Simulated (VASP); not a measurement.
Runs of VASP 6.6.1 on ZnCd3Se2S2. The structure is that of space group Fmm2 (No. 42), or close to it. The cells are those of the table. 

```tsv
task	cell	k mesh	cutoff (eV)	smearing	gap on the mesh (eV)	pressure (GPa)	largest force (eV/Å)
single point	a = 5.927, b = 5.949, c = 7.272 Å, angles 114.0, 113.9, 90.4°, 8 atoms	4 × 4 × 4	520	gaussian 0.1 eV	0.81	0.2	0.03
relaxation of cell and atoms	relaxed from a = 6.943, b = 6.943, c = 5.657 Å, angles 66.0, 66.0, 48.1°, 8 atoms	3 × 3 × 3	600	gaussian 0.15 eV	(a)	0.0	0.05
single point	a = 5.943, b = 5.943, c = 7.260 Å, angles 114.0, 114.0, 90.4°, 8 atoms	4 × 4 × 4	520	gaussian 0.1 eV	0.81	0.2	0.02
single point	a = 7.277, b = 7.260, c = 5.943 Å, angles 66.0, 65.7, 48.3°, 8 atoms	3 × 3 × 3	520	gaussian 0.15 eV	0.81	0.2	0.05
single point	a = 7.276, b = 7.260, c = 5.943 Å, angles 66.0, 65.7, 48.3°, 8 atoms	6 × 6 × 6	520	gaussian 0.02 eV	0.81	0.2	0.02
```

Alike in all rows: level PBE; potentials or basis VASP PAW PBE potentials, release 64 (Zn, Cd, Se, S); no spin polarisation.

Estimate the missing entries.

(a) 0.80.

Caveats: the relaxation stopped at a loose force limit of 0.08 eV/Å, so its end isn't a converged minimum (some runs).

A k mesh can miss the band edges, and the runs leave out spin-orbit coupling on Cd, Se.
